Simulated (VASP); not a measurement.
A run of VASP 6.6.1:

The input INCAR:

```
SYSTEM = AlN
PREC = Accurate
ENCUT = 520
EDIFF = 1E-8
ISMEAR = 0
SIGMA = 0.01
LREAL = .FALSE.
LASPH = .TRUE.
NELM = 100
ALGO = Normal
ISIF = 2
LWAVE = .FALSE.
LCHARG = .FALSE.
METAGGA = R2SCAN
LMIXTAU = .TRUE.
LCALCEPS = .TRUE.
```

The input KPOINTS:

```
regular mesh
0
G
  9 9 4
  0 0 0
```

POSCAR

```
AlN
1.0
    3.1066937601      0.0000000000      0.0000000000
   -1.5533468801      2.6904757181      0.0000000000
    0.0000000000      0.0000000000      4.9785915499
Al N
2 2
Direct
    0.3333333333      0.6666666667     -0.0032954728
    0.6666666667      0.3333333333      0.4967045272
    0.3333333333      0.6666666667      0.3782954728
    0.6666666667      0.3333333333      0.8782954728
```

Potentials or basis: VASP PAW PBE potentials, release 64 (Al, N).

Command:

```console
$ cat potpaw_PBE.64/Al/POTCAR potpaw_PBE.64/N/POTCAR > POTCAR
$ mpirun -np 1 vasp_std > vasp.out
```

Hardware: 1 thread of Oxide Virtual Turin-like Processor, on a shared host.

Question: How long does it take, and how much memory?

Answer: It took 58 min on 1 thread of Oxide Virtual Turin-like Processor (shared host), peak memory 0.41 GiB. Counts: scf iterations 75, k points 36.
